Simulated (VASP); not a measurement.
Wanted: the native input for a VASP 6.6.1 run.

```
Task                   : single point
Functional             : PBEsol
Potentials or basis    : VASP PAW PBE potentials, release 64 (In_d, Sb)
Cutoff                 : 500 eV
k mesh                 : 6 × 6 × 6
Occupations            : gaussian, width 0.05 eV
Spin                   : no spin polarisation
Dipole correction      : no
Further INCAR settings : ALGO = Normal; EDIFF = 1e-06; NBANDS = 16
```

The structure of InSb lies in POSCAR:

```
InSb
1.0
    0.0000000000      3.2368965126      3.2368965126
    3.2368965126      0.0000000000      3.2368965126
    3.2368965126      3.2368965126      0.0000000000
In Sb
1 1
Direct
    0.0000000000      0.0000000000      0.0000000000
    0.2500000000      0.2500000000      0.2500000000
```

These files were run (other wordings do the same):

INCAR

```
SYSTEM = InSb
PREC = Accurate
ENCUT = 500
EDIFF = 1E-6
ISMEAR = 0
SIGMA = 0.05
LREAL = .False.
LASPH = .True.
NELM = 120
ALGO = Normal
ISIF = 2
LWAVE = .False.
LCHARG = .True.
GGA = PS
LELF = .True.
LVHAR = .True.
NBANDS = 16
GGA_COMPAT = .False.
```

KPOINTS

```
Automatic mesh
0
Gamma
  6 6 6
  0 0 0
```

Potentials or basis: VASP PAW PBE potentials, release 64 (In_d, Sb).

Run with:

```console
$ cat potpaw_PBE.64/In_d/POTCAR potpaw_PBE.64/Sb/POTCAR > POTCAR
$ mpirun -np 1 vasp_std > vasp.out
```

It gave:

| Item | Value |
| --- | --- |
| Pressure | 1.0 GPa |
| Band gap on the k mesh | zero (filled and empty bands touch) |

Caveat: the PAW data sets were made with another functional, which shifts forces and pressure a little; spin-orbit coupling is left out, which moves the levels of the heavy elements.

Wall time 8.9 s on 1 thread of Intel(R) Xeon(R) 6975P-C (Granite Rapids), on a shared host, peak memory 0.21 GiB.
